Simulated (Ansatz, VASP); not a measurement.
## One calculation of SnTe, two programs

```
Sn Te
1.0
     0.00000    3.11856    3.11856
     3.11856    0.00000    3.11856
     3.11856    3.11856    0.00000
Sn Te
1 1
Direct
  0.00909 0.99091 0.99091
  0.49154 0.50846 0.50846
```

Change from the starting cell: mode 4 frozen in at -0.057 Å, strain +e along z and -e/2 along x and y +0.0000.

Alike in both runs: task single point; functional LDA; k mesh 10 × 10 × 10; occupations gaussian, width 0.03 eV; no spin polarisation.

```csv
,VASP,Ansatz
version,VASP 6.6.1,Ansatz 0.2.0
potentials or method,"VASP PAW LDA potentials, release 64 (Sn_d, Te), cutoff 520 eV","scalar-relativistic, plane waves, PAW"
valence electrons in the cell,20,30
```

|  | VASP | Ansatz | Ansatz less VASP |
| --- | --- | --- | --- |
| gap on the k mesh at the Fermi level (eV) | 0.35 | 0.34 | -0.010 |
| least direct gap on the mesh (eV) | 0.35 | 0.34 | -0.010 |
| pressure (GPa) | 0.2 | 0.1 | -0.06 |
| traceless stress, the component that is largest in VASP (GPa) | 0.24 | 0.24 | -0.001 |
| rms of the force components (eV/Å) | 0.031 | 0.027 | -0.0040 |

LDA's correlation is that of Perdew and Zunger in VASP and of Perdew and Wang (1992) in Ansatz. Atom by atom the forces differ by 0.004 eV/Å (rms over components). VASP's potentials hold 20 valence electrons a cell and Ansatz's 30, so a difference there can come from the potentials and not from the codes.

Spin-orbit coupling is off throughout.
